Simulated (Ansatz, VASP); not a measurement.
# Se in VASP and in Ansatz

Contents of INCAR:

```
SYSTEM = Se
PREC = Accurate
ENCUT = 520
EDIFF = 1E-8
ISMEAR = -1
SIGMA = 0.03
LREAL = .FALSE.
LASPH = .TRUE.
NELM = 80
ALGO = Normal
ISIF = 2
LWAVE = .FALSE.
LCHARG = .FALSE.
GGA = PS
LEFG = .TRUE.
NBANDS = 16
```

File KPOINTS:

```
regular mesh
0
G
  6 6 5
  0 0 0
```

Contents of POSCAR:

```
Se
1.0
    4.3368957106      0.0000000000      0.0000000000
   -2.1684478553      3.7558618590      0.0000000000
    0.0000000000      0.0000000000      4.9203533607
Se
3
Direct
    0.2254000000      0.0000000000      0.3333333333
    0.0000000000      0.2254000000      0.6666666667
    0.7746000000      0.7746000000      0.0000000000
```

Input for Ansatz:

```yaml
crystal:
  lattice:
    - [4.3368957106, 0.0, 0.0]
    - [-2.1684478553, 3.755861859, 0.0]
    - [0.0, 0.0, 4.9203533607]
  atoms:
    - { symbol: Se, position: [0.2254, 0.0, 0.3333333333] }
    - { symbol: Se, position: [0.0, 0.2254, 0.6666666667] }
    - { symbol: Se, position: [0.7746, 0.7746, 0.0] }
kpoints:
  mp_grid: { grid: [6, 6, 5] }
scf:
  occupations: { method: fermi_dirac, width: 0.03 }
hamiltonian:
  xc: pbesol
  pseudopotentials: { kind: all_electron, datasets: crystal }
output:
  forces: true
  stress: true
  eigenvalues: true
  efg: { contact_densities: true }
```

Change from the starting cell: volume scaled by 0.98, crystal datasets.

Alike in both runs: task electric field gradients; functional PBEsol; k mesh 6 × 6 × 5; occupations fermi-dirac, width 0.03 eV; no spin polarisation.

```csv
,VASP,Ansatz
version,VASP 6.6.1,Ansatz 0.2.0
potentials or method,"VASP PAW PBE potentials, release 64 (Se), cutoff 520 eV","all-electron PAW with datasets made for the crystal, scalar-relativistic"
```

VASP gave:

```
gap on the k mesh at the Fermi level (eV)                     : 1.22
pressure (GPa)                                                : 1.6
traceless stress, the component that is largest in VASP (GPa) : 1.51
rms of the force components (eV/Å)                            : 0.318
size of Vzz on the site where it differs most (V/Å²)          : 484.0
```

Question: Estimate Ansatz's values.

Answer: gap on the k mesh at the Fermi level (eV): 1.23; pressure (GPa): 1.4; traceless stress, the component that is largest in VASP (GPa): 1.42; rms of the force components (eV/Å): 0.287; size of Vzz on the site where it differs most (V/Å²): 506.7.

VASP's potentials were made for PBE, not for PBEsol. Atom by atom the forces differ by 0.031 eV/Å (rms over components). Ansatz ran all-electron here, and VASP with PAW potentials.
